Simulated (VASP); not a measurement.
**Sc: relaxation of cell and atoms with PBEsol**

Crystal: Sc.

```
Sc
1.0
     0.00000    2.32000    2.32000
     2.32000    0.00000    2.32000
     2.32000    2.32000    0.00000
Sc
1
Direct
  0.00000 0.00000 0.00000
```

This isn't the form of Sc at room conditions, which is hcp.

- Program: VASP 6.6.1
- Task: relaxation of cell and atoms
- Functional: PBEsol
- Potentials or basis: VASP PAW PBE potentials, release 64 (Sc_sv)
- Cutoff: 500 eV
- k mesh: 17 × 17 × 17
- Occupations: fermi-dirac, width 0.1 eV
- Spin: no spin polarisation
- Target pressure: 20 GPa
- Dipole correction: no
- Further INCAR settings: ALGO = Normal; EDIFF = 1e-07; IBRION = 2; EDIFFG = -0.03; NSW = 80; ISIF = 3

| Item | Value |
| --- | --- |
| Relaxed volume | 18.43 Å³/atom |
| Relaxed cell | a = 2.965 Å, b = 2.965 Å, c = 2.965 Å, α = 60.00°, β = 60.00°, γ = 60.00° |
| Space group after relaxing (to 0.1 Å) | Fm-3m (No. 225) |
| Energy change on relaxing (the run minimises the enthalpy) | +264.6 meV/atom |
| Ionic steps | 4 |
| Pressure after relaxing | 19.9 GPa |
| Band gap on the k mesh | zero (an odd number of electrons rules out a gap without spin polarisation) |

Step by step:
| step | energy change (eV) | largest force (eV/Å) | pressure (GPa) | volume (Å³) |
| --- | --- | --- | --- | --- |
| 1 | 0.0000 | 0.0000 | -2.59 | 24.97 |
| 2 | 1.2048 | 0.0000 | 58.16 | 14.29 |
| 3 | 0.2434 | 0.0000 | 18.86 | 18.60 |
| 4 | 0.2646 | 0.0000 | 19.89 | 18.43 |

Final structure:
```
Sc
1.0
     0.00000    2.09646    2.09646
     2.09646    0.00000    2.09646
     2.09646    2.09646    0.00000
Sc
1
Direct
  0.00000 0.00000 0.00000
```

Levels at points of the mesh, in eV from the Fermi level:
```
           k point  band 2  band 3  band 4  band 5  band 6  band 7  band 8  band 9
(0.00, 0.00, 0.00)  -26.73  -26.73  -26.73   -5.59    1.94    1.94    1.94    3.96
```

Run time: 70 s on 1 thread of AMD EPYC 9R14 (Zen 4), on a shared host, peak memory 0.14 GiB.

Caveat: the cell is relaxed towards a set pressure, so the run minimises the enthalpy, not the energy; the volume moved by over 15 % at a fixed basis, so the end points are rough; the PAW data sets were made with another functional, which shifts forces and pressure a little.
